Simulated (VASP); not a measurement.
Set up this calculation in VASP 6.6.1, as the native input.

| Quantity | Value |
| --- | --- |
| Task | single point |
| Functional | PBEsol |
| Potentials or basis | VASP PAW PBE potentials, release 64 (Hf_pv, H) |
| Cutoff | 520 eV |
| k mesh | 4 × 4 × 1 |
| Occupations | fermi-dirac, width 0.05 eV |
| Spin | no spin polarisation |
| Dipole correction | no |
| Further INCAR settings | ALGO = Normal; EDIFF = 1e-06; NBANDS = 15 |

The structure of HfH4 lies in POSCAR:

```
HfH4
1.0
    6.5863200000      0.0000000000      0.0000000000
    0.0000000000      6.5863200000      0.0000000000
    0.0000000000      0.0000000000     28.0592400000
Hf H
1 4
Direct
    0.5000000000      0.5000000000      0.2851100000
    0.2724200000      0.5000000000      0.3228700000
    0.7275800000      0.5000000000      0.3228700000
    0.5000000000      0.7275800000      0.2473500000
    0.5000000000      0.2724200000      0.2473500000
```

These files were run (other wordings do the same):

INCAR

```
SYSTEM = HfH4
PREC = Accurate
ENCUT = 520
EDIFF = 1E-6
ISMEAR = -1
SIGMA = 0.05
LREAL = .FALSE.
LASPH = .TRUE.
NELM = 100
ALGO = Normal
ISIF = 2
LWAVE = .FALSE.
LCHARG = .FALSE.
GGA = PS
NBANDS = 15
```

KPOINTS

```
regular mesh
0
G
  4 4 1
  0 0 0
```

Potentials or basis: VASP PAW PBE potentials, release 64 (Hf_pv, H).

Launch:

```bash
$ cat potpaw_PBE.64/Hf_pv/POTCAR potpaw_PBE.64/H/POTCAR > POTCAR
$ mpirun -np 1 vasp_std > vasp.out
```

It gave:

- Largest force: 0.065 eV/Å
- Band gap on the k mesh: 3.75 eV, direct

Caveat: the PAW data sets were made with another functional, which shifts forces and pressure a little; spin-orbit coupling is left out, which moves the levels of the heavy elements.

Wall time 2.9 min on 1 thread of Intel(R) Xeon(R) Platinum 8559C (Emerald Rapids), on a shared host, peak memory 0.98 GiB.
